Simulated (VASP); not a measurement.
Input of a VASP 6.6.1 run:

INCAR

```
SYSTEM = Bi
  ALGO = Normal
  EDIFF = 1E-6
  ENCUT = 520
  GGA = PE
  ISIF = 2
  ISMEAR = 0
  LASPH = .True.
  LCHARG = .False.
  LREAL = .False.
  LWAVE = .False.
  NBANDS = 30
  NELM = 80
  PREC = Accurate
  SIGMA = 0.1
```

KPOINTS

```
k-points
0
Gamma
  3 3 6
  0 0 0
```

The input POSCAR:

```
Bi
1.0
    5.7430722785      0.0000000000      0.0000000000
   -2.8715361392      4.9736464890      0.0000000000
    0.0000000000      0.0000000000      3.3103947378
Bi
3
Direct
    0.0000000000      0.0000000000      0.0000000000
    0.3333333333      0.6666666667      0.5000000000
    0.6666666667      0.3333333333      0.5000000000
```

Potentials or basis: VASP PAW PBE potentials, release 64 (Bi_d).

Run with:

```bash
$ cat potpaw_PBE.64/Bi_d/POTCAR > POTCAR
$ mpirun -np 1 vasp_std > vasp.out
```

Task: Estimate the pressure.

Result: 0.3 GPa.

Caveat: the k points lie up to 0.42 Å⁻¹ apart.
